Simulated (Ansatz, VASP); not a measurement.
# Two plane-wave programs on SiC

INCAR

```
ALGO = Normal ; EDIFF = 1E-6
EDIFFG = -0.01 ; ENCUT = 520
IBRION = 2 ; ISIF = 2
ISMEAR = 0 ; LASPH = T
LCHARG = F ; LREAL = F
LWAVE = F ; NELM = 100
NSW = 50 ; PREC = Accurate
SIGMA = 0.05
```

File KPOINTS:

```
k-points
0
Gamma
  12 12 6
```

File POSCAR:

```
SiC
1.0
    3.1686080176      0.0000000000      0.0000000000
   -1.5843040088      2.7440950379      0.0000000000
    0.0000000000      0.0000000000      5.4132499372
Si C
2 2
Direct
    0.3333333333      0.6666666667      0.0046041256
    0.6666666667      0.3333333333      0.5046041256
    0.3333333333      0.6666666667      0.3803958744
    0.6666666667      0.3333333333      0.8803958744
```

Input for Ansatz:

```yaml
crystal:
  lattice:
    - [3.1686080176, 0.0, 0.0]
    - [-1.5843040088, 2.7440950379, 0.0]
    - [0.0, 0.0, 5.4132499372]
  atoms:
    - { symbol: Si, position: [0.3333333333, 0.6666666667, 0.0046041256] }
    - { symbol: Si, position: [0.6666666667, 0.3333333333, 0.5046041256] }
    - { symbol: C, position: [0.3333333333, 0.6666666667, 0.3803958744] }
    - { symbol: C, position: [0.6666666667, 0.3333333333, 0.8803958744] }
basis:
  ecutwfc: 520.0
kpoints:
  mp_grid: { grid: [12, 12, 6] }
hamiltonian:
  xc: lda
  pseudopotentials: { kind: paw, azcp: { folder: soft_1 } }
scf:
  occupations: { method: gaussian, width: 0.05 }
output:
  forces: true
  stress: true
  eigenvalues: true
relax:
  adjacent_minimum: "off"
  f_tol: 0.01
  max_steps: 30
```

Alike in both runs: task relaxation of the atoms; functional LDA; k mesh 12 × 12 × 6; occupations gaussian, width 0.05 eV; no spin polarisation.

|  | VASP | Ansatz |
| --- | --- | --- |
| version | VASP 6.6.1 | Ansatz 0.2.0 |
| potentials or method | VASP PAW LDA potentials, release 64 (Si, C), cutoff 520 eV | scalar-relativistic, plane waves, PAW |
| valence electrons in the cell | 16 | 16 |

|  | VASP | Ansatz | Ansatz less VASP |
| --- | --- | --- | --- |
| gap on the k mesh at the Fermi level, each at its own relaxed structure (eV) | 2.24 | 2.25 | +0.015 |

Ansatz warns that its potentials were made for another functional, while VASP's fit it. LDA's correlation is that of Perdew and Zunger in VASP and of Perdew and Wang (1992) in Ansatz. Ansatz's warnings: stress scf threshold loose.

Noted on VASP's run: the relaxation stopped at its first step, so nothing moved.
